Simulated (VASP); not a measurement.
Wanted: the native input for a VASP 6.6.1 run.

| Property | Result |
| --- | --- |
| Task | single point |
| Functional | PBEsol |
| Potentials or basis | VASP PAW PBE potentials, release 64 (Ti_sv, O) |
| Cutoff | 520 eV |
| k mesh | 8 × 8 × 6 |
| Occupations | fermi-dirac, width 0.05 eV |
| Spin | no spin polarisation |
| Dipole correction | no |
| Further INCAR settings | ALGO = Normal; EDIFF = 1e-06; NBANDS = 33 |

The structure of TiO2 lies in POSCAR:

```
TiO2
1.0
    2.7060340000     -2.7066550000      0.0000000000
    2.7060340000      2.7066550000      0.0000000000
   -2.6335310000      0.0000000000      4.7966370000
Ti O
2 4
Direct
    0.8658900000      0.1341100000      0.7500000000
    0.1341100000      0.8658900000      0.2500000000
    0.0887550000      0.3312210000      0.1671490000
    0.9112450000      0.6687790000      0.8328510000
    0.6687790000      0.9112450000      0.3328510000
    0.3312210000      0.0887550000      0.6671490000
```

The input as run:

INCAR

```
ALGO = Normal
EDIFF = 1E-6
ENCUT = 520
GGA = PS
ISIF = 2
ISMEAR = -1
LASPH = True
LCHARG = False
LREAL = False
LWAVE = False
NBANDS = 33
NELM = 80
PREC = Accurate
SIGMA = 0.05
```

KPOINTS

```
k-points
0
Gamma
  8 8 6
```

Potentials or basis: VASP PAW PBE potentials, release 64 (Ti_sv, O).

Launch:

```sh
$ cat potpaw_PBE.64/Ti_sv/POTCAR potpaw_PBE.64/O/POTCAR > POTCAR
$ mpirun -np 1 vasp_std > vasp.out
```

It gave:

| Item | Value |
| --- | --- |
| Pressure | -6.9 GPa |
| Largest force | 0.214 eV/Å |
| Band gap on the k mesh | 2.01 eV (least direct gap 2.35 eV) |

Caveat: the cell stands under tension; the PAW data sets were made with another functional, which shifts forces and pressure a little.

It took 2.7 min on 1 thread of Intel(R) Xeon(R) 6975P-C (Granite Rapids), on a shared host, peak memory 0.32 GiB.
